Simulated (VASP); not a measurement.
**Mo: single point with PBEsol**

Crystal: Mo.

```
Mo
1.0
     2.81089    0.00000    0.00000
    -1.40545    2.43431    0.00000
     0.00000    0.00000    2.55437
Mo
1
Direct
  0.00000 0.00000 0.50000
```

This cell differs from its parent crystal: strain +0.025 along x and y, +0.025 along z.

```json
{
 "Program": "VASP 6.6.1",
 "Task": "single point",
 "Functional": "PBEsol",
 "Potentials or basis": "VASP PAW PBE potentials, release 64 (Mo_sv)",
 "Cutoff": "520 eV",
 "k mesh": "24 × 24 × 24",
 "Occupations": "gaussian, width 0.15 eV",
 "Spin": "no spin polarisation",
 "Dipole correction": "no",
 "Further INCAR settings": "ALGO = Fast; EDIFF = 1e-07; NBANDS = 13"
}
```

The pressure is -13.9 GPa. The band gap on the k mesh is zero (band 7 reaches 11.41 eV, above the bottom of band 8 at 9.77 eV).

Stress tensor (GPa, compression positive):
```
-13.54   0.00   0.00
  0.00 -13.54   0.00
  0.00   0.00 -14.67
```

Levels at points of the mesh, in eV from the Fermi level:
```csv
k point,band 4,band 5,band 6,band 7,band 8,band 9,band 10,band 11
"(0.00, 0.00, 0.00)",-34.16,-6.60,-4.06,-0.82,-0.82,3.94,3.94,12.79
"(0.50, 0.00, 0.00)",-34.05,-4.56,-3.13,0.82,1.31,3.38,3.96,9.23
"(0.00, 0.00, 0.50)",-34.20,-3.41,0.04,0.04,0.22,0.51,0.51,9.99
"(0.50, 0.00, 0.50)",-34.44,-4.96,-2.95,-0.61,4.33,5.78,6.34,6.83
```

Run time: 81 s on 1 thread of Intel(R) Xeon(R) Platinum 8375C CPU @ 2.90GHz (Ice Lake), with other jobs on the host, peak memory 0.27 GiB.

Caveat: the cell differs from its parent crystal (strain +0.025 along x and y, +0.025 along z); the PAW data sets were made with another functional, which shifts forces and pressure a little.
